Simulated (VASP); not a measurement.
# CoO (Fm-3m) in VASP: further runs, part 2 of 2

VASP 6.6.1. Earlier steps stand in the parts before.

## 4. Single point, PBEsol, collinear spin, ferromagnetic start

This run uses another cell than the first one, of 9.10 Å³/atom, 0.939 times its volume.

The input, INCAR:

```
ALGO = Normal
EDIFF = 1E-6
ENCUT = 520
GGA = PS
ISIF = 2
ISMEAR = 0
ISPIN = 2
LASPH = True
LCHARG = False
LMAXMIX = 4
LORBIT = 11
LREAL = False
LWAVE = False
MAGMOM = 2.74 0.37
NBANDS = 18
NELM = 150
PREC = Accurate
SIGMA = 0.1
```

The input, KPOINTS:

```
k-points
0
Gamma
  8 8 8
```

The input, POSCAR:

```
CoO
1.0
    0.0000000000      2.0874074545      2.0874074545
    2.0874074545      0.0000000000      2.0874074545
    2.0874074545      2.0874074545      0.0000000000
Co O
1 1
Direct
    0.0000000000      0.0000000000      0.0000000000
    0.5000000000      0.5000000000      0.5000000000
```

Potentials or basis: VASP PAW PBE potentials, release 64 (Co, O).

Run with:

```sh
cat potpaw_PBE.64/Co/POTCAR potpaw_PBE.64/O/POTCAR > POTCAR
mpirun -np 1 vasp_std > vasp.out
```

OUTCAR:

```text
EDIFF = 1E-6
   ENCUT = 520
   GGA = PS
   ISIF = 2
   ISMEAR = 0
   ISPIN = 2
   LASPH = True
   LORBIT = 11
   LREAL = False
   NELM = 150
   PREC = Accurate

 ion  position               nearest neighbor table
   1  0.000  0.000  0.000-   2 2.09   2 2.09   2 2.09   2 2.09   2 2.09   2 2.09
   2  0.500  0.500  0.500-   1 2.09   1 2.09   1 2.09   1 2.09   1 2.09   1 2.09

  LATTYP: Found a face centered cubic cell.
 ALAT       =     4.1748149090

  Lattice vectors:

 A1 = (   0.0000000000,   2.0874074545,   2.0874074545)
 A2 = (   2.0874074545,   0.0000000000,   2.0874074545)
 A3 = (   2.0874074545,   2.0874074545,   0.0000000000)

Analysis of symmetry for initial positions (statically):
=====================================================================
 Subroutine PRICEL returns:
 Original cell was already a primitive cell.

 Routine SETGRP: Setting up the symmetry group for a
 face centered cubic supercell.

 Subroutine GETGRP returns: Found 48 space group operations
 (whereof 48 operations were pure point group operations)
 out of a pool of 48 trial point group operations.

The static configuration has the point symmetry O_h .

Analysis of symmetry for dynamics (positions and initial velocities):
=====================================================================
 Subroutine PRICEL returns:
 Original cell was already a primitive cell.

 Routine SETGRP: Setting up the symmetry group for a
 face centered cubic supercell.

 Subroutine GETGRP returns: Found 48 space group operations
 (whereof 48 operations were pure point group operations)
 out of a pool of 48 trial point group operations.

The dynamic configuration has the point symmetry O_h .

Analysis of structural, dynamic, and magnetic symmetry:
=====================================================================
 Subroutine PRICEL returns:
 Original cell was already a primitive cell.

 Routine SETGRP: Setting up the symmetry group for a
 face centered cubic supercell.

[... 140 lines left out ...]
 NGX is ok and might be reduce to    24
   NGX = 11   NGY = 11   NGZ = 11

 number of electron      14.9999997 magnetization       2.8092995

 Free energy of the ion-electron system (eV)
  ---------------------------------------------------
  ext. energy  EPLUGINS =         0.00000000
  ---------------------------------------------------
  free energy    TOTEN  =       -14.00027087 eV

  energy without entropy =      -13.98177132  energy(sigma->0) =      -13.99102109

 E-fermi :   8.6941     XC(G=0): -13.0124

 val. band max:        8.6793475075   @ k =  -0.3750   0.3750   0.0000
 cond. band min:       8.6989626376   @ k =   0.5000   0.2500   0.0000
 fundamental gap:      0.0196151301
 Fermi energy:         8.6940802153

 spin component 1

 k-point     1 :       0.0000    0.0000    0.0000
  band No.  band energies     occupation
      1     -12.1081      1.00000
      2       5.2038      1.00000
      3       5.2038      1.00000
      4       5.2038      1.00000
      5       5.4113      1.00000
      6       5.4113      1.00000
[... 493 lines left out ...]
     17      37.2475      0.00000
     18      38.6649      0.00000

 [... further k-points ...]

 spin component 2

 k-point     1 :       0.0000    0.0000    0.0000
  band No.  band energies     occupation
      1     -11.6066      1.00000
      2       5.7764      1.00000
      3       5.7764      1.00000
      4       5.7764      1.00000
      5       7.4518      1.00000
      6       7.4518      1.00000
[... 493 lines left out ...]
     17      37.6231      0.00000
     18      39.2967      0.00000

 [... further k-points ...]
[... 5 lines left out ...]
  --------------------------------------------------------------------------------------
  -------------------------------------------------------------------------------------
  Total       -0.0976749     -0.0976749     -0.0976749      0.0000000      0.0000000     -0.0000000
  in kB       -8.6028371     -8.6028371     -8.6028371      0.0000000      0.0000000     -0.0000000
  external PRESSURE =      -8.6028371 kB  Pullay stress =       0.0000000 kB

 VOLUME and BASIS-vectors are now :
 -----------------------------------------------------------------------------
  energy-cutoff  :      520.00
  volume of cell :       18.19
      direct lattice vectors                 reciprocal lattice vectors
     0.000000000  2.087407455  2.087407455    -0.239531577  0.239531577  0.239531577
     2.087407455  0.000000000  2.087407455     0.239531577 -0.239531577  0.239531577
     2.087407455  2.087407455  0.000000000     0.239531577  0.239531577 -0.239531577

 POSITION                                       TOTAL-FORCE (eV/Angst)
 -----------------------------------------------------------------------------------
      0.00000      0.00000      0.00000        -0.000000      0.000000      0.000000
      2.08741      2.08741      2.08741         0.000000     -0.000000     -0.000000
 -----------------------------------------------------------------------------------
    total drift:                                0.000000     -0.000000     -0.000000

  FREE ENERGIE OF THE ION-ELECTRON SYSTEM (eV)
  ---------------------------------------------------
  free  energy   TOTEN  =       -14.0002708682 eV

  energy  without entropy=      -13.9817713205  energy(sigma->0) =      -13.99102109

 total charge

# of ion       s       p       d       tot
------------------------------------------
    1        0.314   0.403   7.197   7.915
    2        1.552   3.426   0.000   4.977
--------------------------------------------------
tot          1.866   3.829   7.197  12.893

 magnetization (x)

# of ion       s       p       d       tot
------------------------------------------
    1        0.021   0.019   2.430   2.470
    2        0.031   0.259   0.000   0.290
--------------------------------------------------
tot          0.052   0.278   2.430   2.760
```

OSZICAR:

```text
N       E                     dE             d eps       ncg     rms          rms(c)
DAV:   1     0.756081962685E+02    0.75608E+02   -0.68816E+03  2168   0.980E+02
DAV:   2    -0.120197368313E+02   -0.87628E+02   -0.76107E+02  2208   0.223E+02
DAV:   3    -0.164019287070E+02   -0.43822E+01   -0.42585E+01  2436   0.529E+01
DAV:   4    -0.164468426206E+02   -0.44914E-01   -0.44873E-01  2476   0.511E+00
DAV:   5    -0.164479035185E+02   -0.10609E-02   -0.10608E-02  2528   0.766E-01    0.159E+01
DAV:   6    -0.151805024703E+02    0.12674E+01   -0.14546E+01  2656   0.600E+01    0.187E+01
DAV:   7    -0.140716143311E+02    0.11089E+01   -0.57733E+00  2622   0.443E+01    0.791E+00
DAV:   8    -0.140160430983E+02    0.55571E-01   -0.31317E-01  2826   0.764E+00    0.443E+00
DAV:   9    -0.139962323063E+02    0.19811E-01   -0.11742E-01  3010   0.597E+00    0.201E+00
DAV:  10    -0.140021711643E+02   -0.59389E-02   -0.18237E-02  2810   0.180E+00    0.926E-01
DAV:  11    -0.140003763857E+02    0.17948E-02   -0.21166E-02  2882   0.254E+00    0.273E-01
DAV:  12    -0.140003704163E+02    0.59694E-05   -0.14989E-03  2526   0.370E-01    0.149E-01
DAV:  13    -0.140002924560E+02    0.77960E-04   -0.13953E-04  2920   0.126E-01    0.980E-02
DAV:  14    -0.140002707792E+02    0.21677E-04   -0.51662E-05  3142   0.107E-01    0.365E-02
DAV:  15    -0.140002704027E+02    0.37646E-06   -0.14369E-05  3272   0.629E-02    0.776E-03
DAV:  16    -0.140002708682E+02   -0.46546E-06   -0.33629E-06  1846   0.223E-02
   1 F= -.14000271E+02 E0= -.13991021E+02  d E =-.184995E-01  mag=     2.8093
```

It took 21 s on 1 thread of Intel Xeon Platinum 8259CL at 2.50GHz (Skylake/Cascade Lake), shared host; peak memory 0.15 GiB.

Results:

| Quantity | Value |
| --- | --- |
| Free energy | -14.0003 eV |
| Pressure | -0.9 GPa |
| Net moment | 2.81 μB per cell |
| Site moments | Co +2.47; O +0.29 μB |
| Valence electrons inside the program's atomic spheres | Co 7.92; O 4.98 |

Levels at points of the mesh, in eV from the Fermi level:
Spin up:
```csv
k point,band 6,band 7,band 8,band 9,band 10,band 11,band 12,band 13
"(0.00, 0.00, 0.00)",-3.28,-3.19,-3.19,-3.19,1.18,16.75,18.40,18.40
"(0.50, 0.00, 0.00)",-2.35,-1.79,0.25,0.25,4.98,9.76,13.63,13.63
"(0.50, 0.50, 0.00)",-2.88,-2.25,-2.04,-2.04,6.11,10.01,11.75,16.26
```
Spin down:
| k point | band 2 | band 3 | band 4 | band 5 | band 6 | band 7 | band 8 | band 9 | band 10 | band 11 |
| --- | --- | --- | --- | --- | --- | --- | --- | --- | --- | --- |
| (0.00, 0.00, 0.00) | -2.92 | -2.92 | -2.92 | -1.24 | -1.24 | -1.24 | -0.24 | -0.24 | 1.72 | 16.71 |
| (0.50, 0.00, 0.00) | -8.27 | -5.18 | -5.18 | -0.14 | -0.14 | 0.19 | 2.69 | 2.69 | 5.29 | 10.54 |
| (0.50, 0.50, 0.00) | -7.01 | -4.26 | -4.26 | -2.53 | 0.16 | 0.16 | 0.28 | 0.88 | 6.93 | 10.49 |

Caveat: the PAW data sets were made with another functional, which shifts forces and pressure a little; a cell with one magnetic atom can't hold antiferromagnetic order, which such compounds often take; semilocal functionals often make such compounds metallic where correlation or magnetic order opens a gap, which also shifts bond lengths. With open d or f shells a metallic result of PBEsol can be an artefact of self-interaction; +U or a hybrid may open a gap.

## 5. Single point, PBEsol, collinear spin, ferromagnetic start

The input, INCAR:

```
SYSTEM = CoO
ALGO = Normal ; EDIFF = 1E-6
ENCUT = 520 ; GGA = PS
ISIF = 2 ; ISMEAR = 0
ISPIN = 2 ; LASPH = .TRUE.
LCHARG = .FALSE. ; LMAXMIX = 4
LORBIT = 11 ; LREAL = .FALSE.
LWAVE = .FALSE. ; MAGMOM = 3 0
NBANDS = 18 ; NELM = 150
PREC = Accurate ; SIGMA = 0.1
```

The input, KPOINTS:

```
k-points
0
G
  8 8 8
  0 0 0
```

The input, POSCAR:

```
CoO
1.0
    0.0000000000      2.1315000000      2.1315000000
    2.1315000000      0.0000000000      2.1315000000
    2.1315000000      2.1315000000      0.0000000000
Co O
1 1
Direct
    0.0000000000      0.0000000000      0.0000000000
    0.5000000000      0.5000000000      0.5000000000
```

Potentials or basis: VASP PAW PBE potentials, release 64 (Co, O).

Run with:

```sh
cat potpaw_PBE.64/Co/POTCAR potpaw_PBE.64/O/POTCAR > POTCAR
mpirun -np 1 vasp_std > vasp.out
```

OUTCAR:

```text
SYSTEM = CoO
   EDIFF = 1E-6
   ENCUT = 520
   GGA = PS
   ISIF = 2
   ISMEAR = 0
   ISPIN = 2
   LASPH = .TRUE.
   LORBIT = 11
   LREAL = .FALSE.
   NELM = 150
   PREC = Accurate

 ion  position               nearest neighbor table
   1  0.000  0.000  0.000-   2 2.13   2 2.13   2 2.13   2 2.13   2 2.13   2 2.13
   2  0.500  0.500  0.500-   1 2.13   1 2.13   1 2.13   1 2.13   1 2.13   1 2.13

  LATTYP: Found a face centered cubic cell.
 ALAT       =     4.2630000000

  Lattice vectors:

 A1 = (   0.0000000000,   2.1315000000,   2.1315000000)
 A2 = (   2.1315000000,   0.0000000000,   2.1315000000)
 A3 = (   2.1315000000,   2.1315000000,   0.0000000000)
[... 1222 lines left out ...]

 VOLUME and BASIS-vectors are now :
 -----------------------------------------------------------------------------
  energy-cutoff  :      520.00
  volume of cell :       19.37
      direct lattice vectors                 reciprocal lattice vectors
     0.000000000  2.131500000  2.131500000    -0.234576589  0.234576589  0.234576589
     2.131500000  0.000000000  2.131500000     0.234576589 -0.234576589  0.234576589
     2.131500000  2.131500000  0.000000000     0.234576589  0.234576589 -0.234576589

 POSITION                                       TOTAL-FORCE (eV/Angst)
 -----------------------------------------------------------------------------------
      0.00000      0.00000      0.00000         0.000000     -0.000000     -0.000000
      2.13150      2.13150      2.13150        -0.000000      0.000000      0.000000
 -----------------------------------------------------------------------------------
    total drift:                                0.000000     -0.000000     -0.000000

  FREE ENERGIE OF THE ION-ELECTRON SYSTEM (eV)
  ---------------------------------------------------
  free  energy   TOTEN  =       -13.9525847315 eV

  energy  without entropy=      -13.9310127305  energy(sigma->0) =      -13.94179873

 total charge

# of ion       s       p       d       tot
------------------------------------------
    1        0.296   0.359   7.144   7.800
    2        1.551   3.396   0.000   4.947
--------------------------------------------------
tot          1.847   3.756   7.144  12.747

 magnetization (x)

# of ion       s       p       d       tot
------------------------------------------
    1        0.020   0.017   2.512   2.549
    2        0.029   0.280   0.000   0.309
--------------------------------------------------
tot          0.049   0.298   2.512   2.858
```

stdout:

```text
POSCAR found type information on POSCAR CoO
 POSCAR found :  2 types and       2 ions
 scaLAPACK will be used
 -----------------------------------------------------------------------------
|                                                                             |
|                                                                             |
|     You enforced a specific xc type in the INCAR file but a different       |
|     I HOPE YOU KNOW WHAT YOU ARE DOING!                                     |
|                                                                             |
 -----------------------------------------------------------------------------

 LDA part: xc-table for (Slater+PW92), standard interpolation
 POSCAR, INCAR and KPOINTS ok, starting setup
 FFT: planning ... GRIDC
 FFT: planning ... GRID_SOFT
 FFT: planning ... GRID
 WAVECAR not read
 entering main loop
```

Run time: 20 s. Hardware: 1 thread of Intel Xeon Platinum 8259CL at 2.50GHz (Skylake/Cascade Lake), shared host; peak memory 0.15 GiB.

Results:

| Item | Value |
| --- | --- |
| Free energy | -13.9526 eV |
| Pressure | -11.6 GPa |
| Net moment | 2.91 μB per cell |
| Site moments | Co +2.55; O +0.31 μB |
| Valence electrons inside the program's atomic spheres | Co 7.80; O 4.95 |

Caveat: the PAW data sets were made with another functional, which shifts forces and pressure a little; a cell with one magnetic atom can't hold antiferromagnetic order, which such compounds often take; semilocal functionals often make such compounds metallic where correlation or magnetic order opens a gap, which also shifts bond lengths.

## 6. Summary

```tsv
task	cell	cutoff (eV)	gap on the mesh (eV)	pressure (GPa)	moment (μB)
single point	a = 3.014 Å, angles 60.0°, 2 atoms	520	none	-11.6	2.91
relaxation of cell and atoms	relaxed from a = 3.014 Å, angles 60.0°, 2 atoms	600	none	0.2	2.80
single point	a = 2.952 Å, angles 60.0°, 2 atoms	520	none	-0.9	2.81
```

Alike in all rows: level PBEsol; potentials or basis VASP PAW PBE potentials, release 64 (Co, O); spin collinear, ferromagnetic start; k mesh 8 × 8 × 8; smearing gaussian 0.1 eV.

Caveats: the PAW data sets were made with another functional, which shifts forces and pressure a little; a cell with one magnetic atom can't hold antiferromagnetic order, which such compounds often take; semilocal functionals often make such compounds metallic where correlation or magnetic order opens a gap, which also shifts bond lengths.

Total energies depend on the potentials used, so only differences within one code and one set of settings carry meaning.
